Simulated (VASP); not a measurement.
The system is Ga.

```
CELL_PARAMETERS angstrom
3.08576 0.00000 0.00000
-1.54288 2.67234 0.00000
0.00000 0.00000 9.95217
ATOMIC_POSITIONS crystal
Ga 0.00000 0.00000 0.00000
Ga 0.00000 0.00000 0.50000
Ga 0.33333 0.66667 0.75000
Ga 0.66667 0.33333 0.25000
```

- Program: VASP 6.6.1
- Task: relaxation of cell and atoms
- Functional: PBEsol
- Potentials or basis: VASP PAW PBE potentials, release 64 (Ga_d)
- Cutoff: 600 eV
- k mesh: 6 × 6 × 2
- Occupations: gaussian, width 0.1 eV
- Spin: no spin polarisation

At the start: pressure -6.7 GPa; volume 20.52 Å³/atom.

Task: Where does the relaxation end?

Result: Over 7 steps the energy falls by 76.8 meV/atom and the volume is 17.59 Å³/atom (-14.2 %); space group P6_3/mmc (No. 194, to 0.05 Å).

Step by step:
```
step  energy change (eV)  largest force (eV/Å)  pressure (GPa)  volume (Å³)
   1              0.0000                0.0000           -6.71        82.07
   2             -0.2897                0.0000           -1.89        72.27
   3             -0.2984                0.0000            1.31        69.14
   4             -0.3019                0.0000            0.45        70.12
   5             -0.3018                0.0000            0.10        70.35
   6             -0.3068                0.0000            0.10        70.38
   7             -0.3073                0.0000            0.08        70.38
```

Final structure:
```cif
data_structure
_symmetry_space_group_name_H-M 'P 1'
_symmetry_Int_Tables_number 1
_cell_length_a 2.8976
_cell_length_b 2.8976
_cell_length_c 9.6785
_cell_angle_alpha 90.000
_cell_angle_beta 90.000
_cell_angle_gamma 120.000
_cell_volume 70.38
loop_
_atom_site_label
_atom_site_type_symbol
_atom_site_fract_x
_atom_site_fract_y
_atom_site_fract_z
_atom_site_occupancy
Ga1 Ga 0.00000 0.00000 0.00000 1
Ga2 Ga 0.00000 0.00000 0.50000 1
Ga3 Ga 0.33333 0.66667 0.75000 1
Ga4 Ga 0.66667 0.33333 0.25000 1
```

Caveat: the k points lie up to 0.42 Å⁻¹ apart in the final cell; the PAW data sets were made with another functional, which shifts forces and pressure a little.
